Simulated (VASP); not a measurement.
# GaN (F-43m) in VASP: vibrations by perturbation theory with PBE

Aim: the vibrations by perturbation theory of GaN with PBE.

All numbers are computed with VASP 6.6.1; they aren't measurements. Logs are shortened: lines on timing, memory, paths and dates and some standing lists are left out, and cuts for length are marked.

### Step 1. The cell of the first run

Symmetry: F-43m, No. 216, cubic system. Conventional cell: a = 4.507 Å, b = 4.507 Å, c = 4.507 Å, α = 90.00°, β = 90.00°, γ = 90.00°. Ga (site symmetry -43m) has 4 N at 1.95 Å within 2.6 Å. Within 2.6 Å of N (site symmetry -43m) lie 4 Ga at 1.95 Å.

### Step 2. Vibrations by perturbation theory, PBE

The input, INCAR:

```
SYSTEM = GaN
PREC     = Accurate       ! precision mode
ENCUT    = 600            ! plane-wave cutoff, eV
EDIFF    = 1E-8           ! SCF threshold, eV
ISMEAR   = 0              ! smearing method
SIGMA    = 0.01           ! smearing width, eV
LREAL    = .FALSE.        ! projectors in reciprocal space
LASPH    = .TRUE.         ! aspherical terms in the spheres
NELM     = 120            ! most SCF steps
ALGO     = Normal         ! electronic algorithm
ISIF     = 2              ! what is computed and relaxed
LWAVE    = .FALSE.        ! write WAVECAR
LCHARG   = .TRUE.         ! write CHGCAR
GGA      = PE             ! functional
NBANDS   = 16             ! bands
IBRION   = 8              ! ionic algorithm
NSW      = 1              ! ionic steps
GGA_COMPAT= .FALSE.
```

The input, KPOINTS:

```
regular mesh
0
G
  8 8 8
  0 0 0
```

The input, POSCAR:

```
GaN
1.0
    0.0000000000      2.2535006100      2.2535006100
    2.2535006100      0.0000000000      2.2535006100
    2.2535006100      2.2535006100      0.0000000000
Ga N
1 1
Direct
    0.0000000000      0.0000000000      0.0000000000
    0.7499999989      0.7499999989      0.7499999989
```

Potentials or basis: VASP PAW PBE potentials, release 64 (Ga_d, N).

On the command line:

```
cat potpaw_PBE.64/Ga_d/POTCAR potpaw_PBE.64/N/POTCAR > POTCAR
mpirun -np 1 vasp_std > vasp.out
```

OUTCAR:

```text
SYSTEM = GaN
   PREC = Accurate
   ENCUT = 600
   EDIFF = 1E-8
   ISMEAR = 0
   LREAL = .FALSE.
   LASPH = .TRUE.
   NELM = 120
   ISIF = 2
   GGA = PE
   IBRION = 8
   NSW = 1

 ion  position               nearest neighbor table
   1  0.000  0.000  0.000-   2 1.95   2 1.95   2 1.95   2 1.95
   2  0.750  0.750  0.750-   1 1.95   1 1.95   1 1.95   1 1.95

  LATTYP: Found a face centered cubic cell.
 ALAT       =     4.5070012200

  Lattice vectors:

 A1 = (   0.0000000000,   2.2535006100,   2.2535006100)
 A2 = (   2.2535006100,   0.0000000000,   2.2535006100)
 A3 = (   2.2535006100,   2.2535006100,   0.0000000000)

Analysis of symmetry for initial positions (statically):
=====================================================================
 Subroutine PRICEL returns:
 Original cell was already a primitive cell.

 Routine SETGRP: Setting up the symmetry group for a
 face centered cubic supercell.

 Subroutine GETGRP returns: Found 24 space group operations
 (whereof 24 operations were pure point group operations)
 out of a pool of 48 trial point group operations.

The static configuration has the point symmetry T_d .

Analysis of symmetry for dynamics (positions and initial velocities):
=====================================================================
 Subroutine PRICEL returns:
 Original cell was already a primitive cell.

 Routine SETGRP: Setting up the symmetry group for a
 face centered cubic supercell.

 Subroutine GETGRP returns: Found 24 space group operations
 (whereof 24 operations were pure point group operations)
 out of a pool of 48 trial point group operations.

The dynamic configuration has the point symmetry T_d .

 Subroutine INISYM returns: Found 24 space group operations
 (whereof 24 operations are pure point group operations),
 and found     1 'primitive' translations

----------------------------------------------------------------------------------------

                                     Primitive cell

  volume of cell :      22.8877

  direct lattice vectors                    reciprocal lattice vectors
     0.000000000  2.253500610  2.253500610    -0.221877020  0.221877020  0.221877020
     2.253500610  0.000000000  2.253500610     0.221877020 -0.221877020  0.221877020
     2.253500610  2.253500610  0.000000000     0.221877020  0.221877020 -0.221877020

  length of vectors
     3.186931125  3.186931125  3.186931125     0.384302272  0.384302272  0.384302272

  position of ions in fractional coordinates (direct lattice)
     0.000000000  0.000000000  0.000000000
     0.749999999  0.749999999  0.749999999

  ion indices of the primitive-cell ions
   primitive index   ion index
                 1           1
                 2           2

----------------------------------------------------------------------------------------

 KPOINTS: regular mesh

Automatic generation of k-mesh.
 Grid dimensions read from file:
 generate k-points for:    8    8    8

 Generating k-lattice:

  Cartesian coordinates                     Fractional coordinates (reciprocal lattice)
    -0.027734628  0.027734628  0.027734628     0.125000000  0.000000000  0.000000000
     0.027734628 -0.027734628  0.027734628     0.000000000  0.125000000  0.000000000
     0.027734628  0.027734628 -0.027734628     0.000000000  0.000000000  0.125000000

  Length of vectors
     0.048037784  0.048037784  0.048037784

[... 76 lines left out ...]
  Thomas-Fermi vector in A             =   2.621216
   LORBIT       =      0    0 simple, 1 ext, 2 COOP (PROOUT), +10 PAW based schemes
   GGA     = PE    functional components
   LHFCALC =     F    Hartree Fock is set to
   AEXX    =    0.0000 exact exchange contribution
   IVDW    =     0    specifies the selected vdW correction
   LEPSILON=     F    determine dielectric tensor
   LRPA    =     F    only Hartree local field effects (RPA)
 non-spin polarized calculation
 Gauss-broadening in eV      SIGMA  =   0.01
  energy-cutoff  :      600.00
  volume of cell :       22.89
 maximum number of plane-waves:       778
 NGX is ok and might be reduce to    28
   NGX = 13   NGY = 13   NGZ = 13

--------------------------------------- Ionic step        1  -------------------------------------------

 number of electron      18.0000005 magnetization

 Free energy of the ion-electron system (eV)
  ---------------------------------------------------
  ext. energy  EPLUGINS =         0.00000000
  ---------------------------------------------------
  free energy    TOTEN  =       -12.14419157 eV

  energy without entropy =      -12.14419157  energy(sigma->0) =      -12.14419157

 E-fermi :   5.3476     XC(G=0): -11.6668

 val. band max:        5.2816770698   @ k =   0.0000   0.0000   0.0000
 cond. band min:       7.0059802100   @ k =   0.0000   0.0000   0.0000
 fundamental gap:      1.7243031402
 Fermi energy:         5.3475955775

 k-point     1 :       0.0000    0.0000    0.0000
  band No.  band energies     occupation
      1     -10.6526      2.00000
      2      -8.1607      2.00000
      3      -8.1607      2.00000
      4      -8.1607      2.00000
      5      -7.8410      2.00000
      6      -7.8410      2.00000
[... 433 lines left out ...]
      3      -7.9945      2.00000
      4      -7.8608      2.00000
      5      -7.8080      2.00000
      6      -6.2860      2.00000
[... 8 lines left out ...]
     15      24.0838      0.00000
     16      26.3561      0.00000

 [... further k-points ...]

------------------------ aborting loop because EDIFF is reached ----------------------------------------

  FORCE on cell =-STRESS in cart. coord.  units (eV):
  Direction    XX          YY          ZZ          XY          YZ          ZX
  --------------------------------------------------------------------------------------
  -------------------------------------------------------------------------------------
  Total        0.7020268      0.7020268      0.7020268     -0.0000000     -0.0000000     -0.0000000
  in kB       49.1429543     49.1429543     49.1429543     -0.0000000     -0.0000000     -0.0000000
  external PRESSURE =      49.1429543 kB  Pullay stress =       0.0000000 kB

 VOLUME and BASIS-vectors are now :
 -----------------------------------------------------------------------------
  energy-cutoff  :      600.00
  volume of cell :       22.89
      direct lattice vectors                 reciprocal lattice vectors
     0.000000000  2.253500610  2.253500610    -0.221877020  0.221877020  0.221877020
     2.253500610  0.000000000  2.253500610     0.221877020 -0.221877020  0.221877020
     2.253500610  2.253500610  0.000000000     0.221877020  0.221877020 -0.221877020

 POSITION                                       TOTAL-FORCE (eV/Angst)
 -----------------------------------------------------------------------------------
      0.00000      0.00000      0.00000         0.000000      0.000000      0.000000
      3.38025      3.38025      3.38025        -0.000000     -0.000000     -0.000000
 -----------------------------------------------------------------------------------
    total drift:                                0.000003      0.000003      0.000003

  FREE ENERGIE OF THE ION-ELECTRON SYSTEM (eV)
  ---------------------------------------------------
  free  energy   TOTEN  =       -12.1441915664 eV

  energy  without entropy=      -12.1441915664  energy(sigma->0) =      -12.14419157

[... ionic steps 2 to 3 ...]

--------------------------------------- Ionic step        4  -------------------------------------------

------------------------ aborting loop because EDIFF is reached ----------------------------------------

[... ionic steps 5 to 6 ...]

--------------------------------------- Ionic step        7  -------------------------------------------

 Free energy of the ion-electron system (eV)
  ---------------------------------------------------
  ---------------------------------------------------
  free energy    TOTEN  =        -0.23337775 eV

  energy without entropy =       -0.23337775

------------------------ aborting loop because EDIFF is reached ----------------------------------------

 INTERNAL STRAIN TENSOR  FOR ION    2  DIRECTION 1   (eV/Angst):
 -----------------------------------------------------------------------------
     0.00747  0.00000  0.00000
     0.00000 -0.00842  8.42940
     0.00000  8.42940 -0.00842

 INTERNAL STRAIN TENSOR FOR ION    2 for displacements in x,y,z  (eV/Angst):
          X           Y           Z          XY          YZ          ZX
  --------------------------------------------------------------------------------
  x     0.00000    -0.00000    -0.00000     0.00000     8.42940     0.00000
  y    -0.00000     0.00000    -0.00000     0.00000     0.00000     8.42940
  z    -0.00000    -0.00000     0.00000     8.42940     0.00000     0.00000

 SECOND DERIVATIVES (NOT SYMMETRIZED)
 ------------------------------------
               1X          1Y          1Z          2X          2Y          2Z
  1X   -12.259597    0.000000    0.000000   12.259597    0.000000    0.000000
  1Y     0.000000  -12.259597    0.000000    0.000000   12.259597    0.000000
  1Z     0.000000    0.000000  -12.259597    0.000000    0.000000   12.259597
  2X    12.242924    0.000000    0.000000  -12.242924    0.000000    0.000000
  2Y     0.000000   12.242924    0.000000    0.000000  -12.242924    0.000000
  2Z     0.000000    0.000000   12.242924    0.000000    0.000000  -12.242924

 Eigenvectors and eigenvalues of the dynamical matrix
 ----------------------------------------------------

   1 f  =   16.021390 THz   100.665360 2PiTHz  534.416036 cm-1    66.259114 meV
             X         Y         Z           dx          dy          dz
      0.000000  0.000000  0.000000     0.000000    0.409167   -0.000000
      3.380251  3.380251  3.380251    -0.000000   -0.912459   -0.000000
[... 21 lines left out ...]
   6 f/i=    0.004070 THz     0.025574 2PiTHz    0.135770 cm-1     0.016833 meV
             X         Y         Z           dx          dy          dz
      0.000000  0.000000  0.000000     0.306987   -0.856873    0.064113
      3.380251  3.380251  3.380251     0.137660   -0.384241    0.028750

--------------------------------------------------------------------------------------------------------

 ELASTIC MODULI CONTR FROM IONIC RELAXATION (kBar)
 Direction    XX          YY          ZZ          XY          YZ          ZX
 --------------------------------------------------------------------------------
 XX          -0.0000      0.0000      0.0000      0.0000     -0.0000      0.0000
 YY           0.0000     -0.0000     -0.0000      0.0000      0.0000     -0.0000
 ZZ           0.0000     -0.0000     -0.0000     -0.0000      0.0000      0.0000
 XY           0.0000      0.0000     -0.0000   -376.6305      0.0000      0.0000
 YZ          -0.0000      0.0000      0.0000      0.0000   -376.6305      0.0000
 ZX           0.0000     -0.0000      0.0000      0.0000      0.0000   -376.6305
 --------------------------------------------------------------------------------
```

Run time: 88 s. Hardware: 1 thread of AMD EPYC 9R45 (Zen 5), shared host; peak memory 0.22 GiB.

What came out:

| Quantity | Value |
| --- | --- |
| Highest phonon frequency at Γ, LO-TO splitting left out | 534 cm⁻¹ |

Phonon frequencies in cm⁻¹ (negative: imaginary):
```tsv
q point	frequencies
(0.000, 0.000, 0.000)	0 0 0 534 534 534
```

Caveat: the cell stands under pressure or tension, which shifts response properties.
